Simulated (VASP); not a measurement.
# CuO (CsCl type) (Pm-3m) in VASP: a series of runs, part 2 of 2

VASP 6.6.1. Earlier steps stand in the parts before.

## Step 5: Single point, PBE (volume scaled by 1.06)

File INCAR:

```
SYSTEM = CuO
PREC = Accurate ; ENCUT = 600
EDIFF = 1E-6 ; ISMEAR = -1
SIGMA = 0.08 ; LREAL = .False.
LASPH = .True. ; NELM = 120
ALGO = Normal ; ISIF = 2
LWAVE = .False. ; LCHARG = .True.
GGA = PE ; LELF = .True.
LVHAR = .True. ; NBANDS = 16
GGA_COMPAT = .False.
```

File KPOINTS:

```
regular mesh
0
Gamma
  12 12 12
  0 0 0
```

File POSCAR:

```
CuO
1.0
    2.6885489756      0.0000000000      0.0000000000
    0.0000000000      2.6885489756      0.0000000000
    0.0000000000      0.0000000000      2.6885489756
Cu O
1 1
Direct
    0.0000000000      0.0000000000      0.0000000000
    0.5000000000      0.5000000000      0.5000000000
```

Potentials or basis: VASP PAW PBE potentials, release 64 (Cu, O).

Command:

```console
$ cat potpaw_PBE.64/Cu/POTCAR potpaw_PBE.64/O/POTCAR > POTCAR
$ mpirun -np 1 vasp_std > vasp.out
```

OUTCAR:

```text
SYSTEM = CuO
   PREC = Accurate
   ENCUT = 600
   EDIFF = 1E-6
   ISMEAR = -1
   LREAL = .False.
   LASPH = .True.
   NELM = 120
   ISIF = 2
   GGA = PE

 ion  position               nearest neighbor table
   1  0.000  0.000  0.000-   2 2.33   2 2.33   2 2.33   2 2.33   2 2.33   2 2.33   2 2.33   2 2.33

   2  0.500  0.500  0.500-   1 2.33   1 2.33   1 2.33   1 2.33   1 2.33   1 2.33   1 2.33   1 2.33

  LATTYP: Found a simple cubic cell.
 ALAT       =     2.6885489756

  Lattice vectors:

 A1 = (   2.6885489756,   0.0000000000,   0.0000000000)
 A2 = (   0.0000000000,   2.6885489756,   0.0000000000)
 A3 = (   0.0000000000,   0.0000000000,   2.6885489756)

Analysis of symmetry for initial positions (statically):
=====================================================================
 Subroutine PRICEL returns:
 Original cell was already a primitive cell.

 Routine SETGRP: Setting up the symmetry group for a
 simple cubic supercell.

 Subroutine GETGRP returns: Found 48 space group operations
 (whereof 48 operations were pure point group operations)
 out of a pool of 48 trial point group operations.

The static configuration has the point symmetry O_h .

[... 154 lines left out ...]
  ext. energy  EPLUGINS =         0.00000000
  ---------------------------------------------------
  free energy    TOTEN  =        -8.61215188 eV

  energy without entropy =       -8.54558120  energy(sigma->0) =       -8.57886654

 E-fermi :   5.5248     XC(G=0): -12.4219

 val. band max:        5.5124207318   @ k =   0.4167   0.0833   0.0000
 cond. band min:       5.5286502343   @ k =   0.5000   0.5000   0.2500
 fundamental gap:      0.0162295026
 Fermi energy:         5.5247938229

 k-point     1 :       0.0000    0.0000    0.0000
  band No.  band energies     occupation
      1     -13.2131      2.00000
      2       2.5790      2.00000
      3       2.5790      2.00000
      4       3.8991      2.00000
      5       3.8991      2.00000
      6       3.8991      2.00000
[... 433 lines left out ...]
      3       1.1544      2.00000
      4       3.0626      2.00000
      5       3.2007      2.00000
      6       3.7538      2.00000
[... 8 lines left out ...]
     15      30.2751      0.00000
     16      30.9135      0.00000

 [... further k-points ...]
[... 5 lines left out ...]
  --------------------------------------------------------------------------------------
  -------------------------------------------------------------------------------------
  Total       -1.0597395     -1.0597395     -1.0597395      0.0000000      0.0000000     -0.0000000
  in kB      -87.3686941    -87.3686941    -87.3686941      0.0000000      0.0000000     -0.0000000
  external PRESSURE =     -87.3686941 kB  Pullay stress =       0.0000000 kB

 VOLUME and BASIS-vectors are now :
 -----------------------------------------------------------------------------
  energy-cutoff  :      600.00
  volume of cell :       19.43
      direct lattice vectors                 reciprocal lattice vectors
     2.688548976  0.000000000  0.000000000     0.371947846  0.000000000  0.000000000
     0.000000000  2.688548976  0.000000000     0.000000000  0.371947846  0.000000000
     0.000000000  0.000000000  2.688548976     0.000000000  0.000000000  0.371947846

 POSITION                                       TOTAL-FORCE (eV/Angst)
 -----------------------------------------------------------------------------------
      0.00000      0.00000      0.00000         0.000000      0.000000      0.000000
      1.34427      1.34427      1.34427         0.000000      0.000000      0.000000
 -----------------------------------------------------------------------------------
    total drift:                                0.000000      0.000000     -0.000000

  FREE ENERGIE OF THE ION-ELECTRON SYSTEM (eV)
  ---------------------------------------------------
  free  energy   TOTEN  =        -8.6121518809 eV

  energy  without entropy=       -8.5455811968  energy(sigma->0) =       -8.57886654
```

OSZICAR:

```text
N       E                     dE             d eps       ncg     rms          rms(c)
DAV:   1     0.934377614258E+02    0.93438E+02   -0.90397E+03  3008   0.183E+03
DAV:   2    -0.652422351340E+01   -0.99962E+02   -0.88314E+02  3024   0.301E+02
DAV:   3    -0.117710757523E+02   -0.52469E+01   -0.49142E+01  3120   0.675E+01
DAV:   4    -0.118266116761E+02   -0.55536E-01   -0.55511E-01  3024   0.675E+00
DAV:   5    -0.118274008241E+02   -0.78915E-03   -0.78914E-03  3384   0.837E-01    0.125E+01
DAV:   6    -0.124059670868E+02   -0.57857E+00   -0.23080E+01  3536   0.122E+02    0.133E+01
DAV:   7    -0.861739048097E+01    0.37886E+01   -0.49091E+00  3352   0.871E+01    0.152E+00
DAV:   8    -0.862314126447E+01   -0.57508E-02   -0.34449E-01  2744   0.558E+00    0.714E-01
DAV:   9    -0.861251908149E+01    0.10622E-01   -0.97332E-03  4152   0.260E+00    0.204E-01
DAV:  10    -0.861210746611E+01    0.41162E-03   -0.11203E-03  4184   0.104E+00    0.474E-02
DAV:  11    -0.861216168007E+01   -0.54214E-04   -0.24939E-04  4064   0.248E-01    0.270E-02
DAV:  12    -0.861219999061E+01   -0.38311E-04   -0.10398E-04  3416   0.472E-01    0.560E-02
DAV:  13    -0.861215242729E+01    0.47563E-04   -0.61856E-05  3392   0.379E-01    0.685E-03
DAV:  14    -0.861215188090E+01    0.54639E-06   -0.28377E-06  2952   0.381E-02
   1 F= -.86121519E+01 E0= -.85788665E+01  d E =-.665707E-01
```

stdout:

```text
POSCAR found type information on POSCAR CuO
 POSCAR found :  2 types and       2 ions
 scaLAPACK will be used
 LDA part: xc-table for (Slater+PW92), standard interpolation
 POSCAR, INCAR and KPOINTS ok, starting setup
 FFT: planning ... GRIDC
 FFT: planning ... GRID_SOFT
 FFT: planning ... GRID
 WAVECAR not read
 entering main loop
```

It used 41 s of CPU time on 1 thread of AMD EPYC 7R13 Processor (Zen 3), with other jobs on the host.

Results:

* Free energy: -8.6122 eV
* Pressure: -8.7 GPa

Caveat: the cell differs from its parent crystal (volume scaled by 1.06); an odd number of electrons without spin polarisation forces a metal; a magnetic or distorted state may lie lower; semilocal functionals often make such compounds metallic where correlation or magnetic order opens a gap, which also shifts bond lengths.

## Step 6: Single point, PBE

This run uses another cell than the first one, of 9.17 Å³/atom, 1.063 times its volume.

File INCAR:

```
PREC     = Accurate       # precision mode
ENCUT    = 520            # plane-wave cutoff, eV
EDIFF    = 1E-6           # SCF threshold, eV
ISMEAR   = -1             # smearing method
SIGMA    = 0.08           # smearing width, eV
LREAL    = False          # projectors in reciprocal space
LASPH    = True           # aspherical terms in the spheres
NELM     = 60             # most SCF steps
ALGO     = Normal         # electronic algorithm
ISIF     = 2              # what is computed and relaxed
LWAVE    = False          # write WAVECAR
LCHARG   = False          # write CHGCAR
GGA      = PE             # functional
NBANDS   = 16             # bands
```

File KPOINTS:

```
Automatic mesh
0
Gamma
  12 12 12
```

File POSCAR:

```
CuO
1.0
    2.6368332336      0.0000000000      0.0000000000
    0.0000000000      2.6368332336      0.0000000000
    0.0000000000      0.0000000000      2.6368332336
Cu O
1 1
Direct
    0.0000000000      0.0000000000      0.0000000000
    0.5000000000      0.5000000000      0.5000000000
```

Potentials or basis: VASP PAW PBE potentials, release 64 (Cu, O).

Command:

```console
$ cat potpaw_PBE.64/Cu/POTCAR potpaw_PBE.64/O/POTCAR > POTCAR
$ mpirun -np 1 vasp_std > vasp.out
```

It took 25 s on 1 thread of AMD EPYC 7R43 (Zen 3), shared host; peak memory 0.1 GiB.

The run converged. Its results:

* Free energy: -8.6404 eV
* Pressure: 0.1 GPa

Levels at points of the mesh, in eV from the Fermi level:
```csv
k point,band 7,band 8,band 9,band 10,band 11,band 12
"(0.00, 0.00, 0.00)",-1.57,-1.57,-1.57,0.72,15.70,15.70
"(0.50, 0.00, 0.00)",-1.11,0.40,0.40,6.43,7.85,17.58
"(0.50, 0.50, 0.00)",-2.00,-1.14,-0.87,5.20,11.32,11.32
"(0.50, 0.50, 0.50)",0.30,0.30,0.30,7.03,7.03,7.03
```

Caveat: an odd number of electrons without spin polarisation forces a metal; a magnetic or distorted state may lie lower; semilocal functionals often make such compounds metallic where correlation or magnetic order opens a gap, which also shifts bond lengths. With open d or f shells a metallic result of PBE can be an artefact of self-interaction; +U or a hybrid may open a gap.

## Step 7: The runs side by side

| cell | cutoff (eV) | gap on the mesh (eV) | pressure (GPa) |
| --- | --- | --- | --- |
| a = 2.583 Å, 2 atoms | 600 | none | 12.2 |
| a = 2.619 Å, 2 atoms | 600 | none | 3.6 |
| a = 2.654 Å, 2 atoms | 600 | none | -3.0 |
| a = 2.689 Å, 2 atoms | 600 | none | -8.7 |
| a = 2.637 Å, 2 atoms | 520 | none | 0.1 |

Alike in all rows: task single point; level PBE; potentials or basis VASP PAW PBE potentials, release 64 (Cu, O); no spin polarisation; k mesh 12 × 12 × 12; smearing fermi-dirac 0.08 eV.

Caveats: an odd number of electrons without spin polarisation forces a metal; a magnetic or distorted state may lie lower; semilocal functionals often make such compounds metallic where correlation or magnetic order opens a gap, which also shifts bond lengths.

Absolute energies hang on the potentials; compare differences alone.
